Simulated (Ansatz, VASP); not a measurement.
# B6C: VASP beside Ansatz

```
B C
1.0
     4.51028    0.00000    0.00000
    -2.25514    3.90602    0.00000
     0.00000    0.00000    3.24690
B C
6 1
Direct
  0.50000 0.00000 0.75000
  0.00000 0.50000 0.75000
  0.50000 0.50000 0.75000
  0.00000 0.50000 0.25000
  0.50000 0.00000 0.25000
  0.50000 0.50000 0.25000
  0.00000 0.00000 0.00000
```

Alike in both runs: functional PBE; k mesh 4 × 4 × 5; occupations gaussian, width 0.2 eV; no spin polarisation.

Ansatz relaxed the structure, and its values are those at the end. VASP's run is a single point on that final structure, the one shown.

|  | VASP | Ansatz |
| --- | --- | --- |
| version | VASP 6.6.1 | Ansatz 0.2.0 |
| potentials or method | VASP PAW PBE potentials, release 64 (B, C), cutoff 600 eV | scalar-relativistic, plane waves, PAW |
| valence electrons in the cell | 22 | 22 |

VASP gave:

| Property | Result |
| --- | --- |
| gap on the k mesh at the Fermi level (eV) | none |
| pressure (GPa) | 0.0 |
| rms of the force components (eV/Å) | 0.007 |

Problem. What did Ansatz give for the same quantities?

Solution. gap on the k mesh at the Fermi level (eV): none; pressure (GPa): 0.1; rms of the force components (eV/Å): 0.006.

A gap of «none» marks a metal or a gap that the smearing closes.

The k mesh is coarse, so the values compare programs but aren't converged.
